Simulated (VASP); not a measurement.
KTaO3: single point with PBE

KTaO3:

```
K Ta O
1.0
     3.98830    0.00000    0.00000
     0.00000    3.98830    0.00000
     0.00000    0.00000    3.98830
K Ta O
1 1 3
Direct
  0.50000 0.50000 0.50000
  0.00000 0.00000 0.00000
  0.50000 0.00000 0.00000
  0.00000 0.50000 0.00000
  0.00000 0.00000 0.50000
```

```
Program                : VASP 6.6.1
Task                   : single point
Functional             : PBE
Potentials or basis    : VASP PAW PBE potentials, release 64 (K_sv, Ta_pv, O)
Cutoff                 : 600 eV
k mesh                 : 5 × 5 × 5
Occupations            : gaussian, width 0.01 eV
Spin                   : no spin polarisation
Dipole correction      : no
Further INCAR settings : ALGO = Normal; EDIFF = 1e-06; NBANDS = 27
```

* Pressure: 5.9 GPa
* Band gap on the k mesh: 2.28 eV, indirect (least direct gap 2.79 eV)

Levels at points of the mesh, in eV from the valence-band top:
```tsv
k point	band 15	band 16	band 17	band 18	band 19	band 20	band 21	band 22	band 23	band 24
(0.00, 0.00, 0.00)	-0.95	-0.95	-0.51	-0.51	-0.51	2.28	2.28	2.28	6.74	6.87
```

It took 8.9 s on 1 thread of Intel(R) Xeon(R) 6975P-C (Granite Rapids) (shared host), peak memory 0.18 GiB.

Caveat: spin-orbit coupling is left out, which moves the levels of the heavy elements. A k mesh can miss the band edges.
